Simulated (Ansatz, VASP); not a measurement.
GaSb in VASP and in Ansatz

Contents of INCAR:

```
ALGO = Normal ; EDIFF = 1E-6
ENCUT = 520 ; GGA = PS
ISIF = 2 ; ISMEAR = 0
LASPH = T ; LCHARG = T
LELF = T ; LREAL = F
LVHAR = T ; LWAVE = F
NBANDS = 16 ; NELM = 60
PREC = Accurate ; SIGMA = 0.1
```

KPOINTS

```
k-points
0
Gamma
  16 16 16
```

POSCAR

```
GaSb
1.0
   -2.7290661091      2.7290661091      1.5527686380
    2.7290661091     -2.7290661091      1.5527686380
    2.7290661091      2.7290661091     -1.5527686380
Ga Sb
1 1
Direct
    0.2500000000      0.7500000000      0.5000000000
    0.0000000000      0.0000000000      0.0000000000
```

Input for Ansatz:

```yaml
crystal:
  lattice:
    - [-2.7290661091, 2.7290661091, 1.552768638]
    - [2.7290661091, -2.7290661091, 1.552768638]
    - [2.7290661091, 2.7290661091, -1.552768638]
  atoms:
    - { symbol: Ga, position: [0.25, 0.75, 0.5] }
    - { symbol: Sb, position: [0.0, 0.0, 0.0] }
basis:
  ecutwfc: 420
kpoints:
  mp_grid: { grid: [16, 16, 16] }
hamiltonian:
  xc: pbesol
scf:
  occupations: { method: gaussian, width: 0.1 }
output:
  forces: true
  stress: true
  eigenvalues: true
```

Alike in both runs: task single point; functional PBEsol; k mesh 16 × 16 × 16; occupations gaussian, width 0.1 eV; no spin polarisation.

|  | VASP | Ansatz |
| --- | --- | --- |
| version | VASP 6.6.1 | Ansatz 0.2.0 |
| potentials or method | VASP PAW PBE potentials, release 64 (Ga_d, Sb), cutoff 520 eV | scalar-relativistic, plane waves, PAW |
| valence electrons in the cell | 18 | 28 |

|  | VASP | Ansatz | Ansatz less VASP |
| --- | --- | --- | --- |
| gap on the k mesh at the Fermi level (eV) | none | none | - |
| pressure (GPa) | -0.7 | -0.7 | +0.02 |
| traceless stress, the component that is largest in VASP (GPa) | 0.10 | 0.11 | +0.006 |

VASP's potentials were made for PBE, not for PBEsol. A gap of «none» marks a metal or a gap that the smearing closes. With one functional, cell and mesh, what is left measures potentials, basis and numerics. VASP's potentials hold 18 valence electrons a cell and Ansatz's 28, so a difference there can come from the potentials and not from the codes.

Spin-orbit coupling is off throughout.
